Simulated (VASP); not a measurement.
Set up this calculation in VASP 6.6.1, as the native input.

| Item | Value |
| --- | --- |
| Task | single point |
| Functional | PBE |
| Potentials or basis | VASP PAW PBE potentials, release 64 (Si) |
| Cutoff | 520 eV |
| k mesh | 2 × 2 × 2, shifted |
| Occupations | fermi-dirac, width 0.1034 eV |
| Spin | no spin polarisation |
| Dipole correction | no |
| Further INCAR settings | LREAL = Auto; ALGO = Normal; EDIFF = 1e-06; NBANDS = 46 |

The structure of Si lies in POSCAR:

```
Si
1.0
    0.0000000000      5.3519830000     -5.3519830000
   -5.3519830000      0.0000000000     -5.3519830000
   -5.3519830000      5.3519830000      0.0000000000
Si
16
Direct
    0.7732705803      0.7345311074      0.2569427070
    0.2932745676      0.7113861348      0.2717632885
    0.7715945660      0.2262066229      0.2730285205
    0.2407955145      0.2551718681      0.2736702452
    0.7746866909      0.7319275865      0.7550111800
    0.2686567764      0.7529275597      0.7438589584
    0.7495326499      0.2377675714      0.7742765625
    0.2334649606      0.2482290209      0.7541116069
    0.8618555029      0.3615304832      0.4115691324
    0.4229011938      0.3424618501      0.3784739227
    0.9228236525      0.8334692954      0.4015691941
    0.4097576543      0.8588476458      0.3955821609
    0.8581721018      0.3442997670      0.9129161098
    0.3537951260      0.3810031721      0.8911376400
    0.9091473198      0.8648263644      0.8779316003
    0.3982906896      0.8654793933      0.8919241709
```

This cell differs from its parent crystal: dynamics (npt langevin) at 1200 K, volume x 1.04, from the last frame before.

One way to write it, as run:

INCAR

```
PREC = Accurate
ENCUT = 520
EDIFF = 1E-6
ISMEAR = -1
SIGMA = 0.1034
LREAL = Auto
LASPH = T
NELM = 60
ALGO = Normal
ISIF = 2
LWAVE = F
LCHARG = T
GGA = PE
LELF = T
LVHAR = T
NBANDS = 46
```

KPOINTS

```
Automatic mesh
0
Gamma
  2 2 2
  0.5 0.5 0.5
```

Potentials or basis: VASP PAW PBE potentials, release 64 (Si).

The run is started by

```sh
$ cat potpaw_PBE.64/Si/POTCAR > POTCAR
$ mpirun -np 1 vasp_std > vasp.out
```

Results of the run:

```json
{"Pressure": "7.0 GPa", "Largest force": "3.008 eV/Å", "Band gap on the k mesh": "0.54 eV, indirect (least direct gap 0.64 eV)"}
```

Caveat: forces of over 1 eV/Å act on the atoms, so gaps and moduli don't describe the material at rest.

Run time: 3.4 min on 1 thread of Intel(R) Xeon(R) 6975P-C (Granite Rapids), with other jobs on the host, peak memory 0.46 GiB.
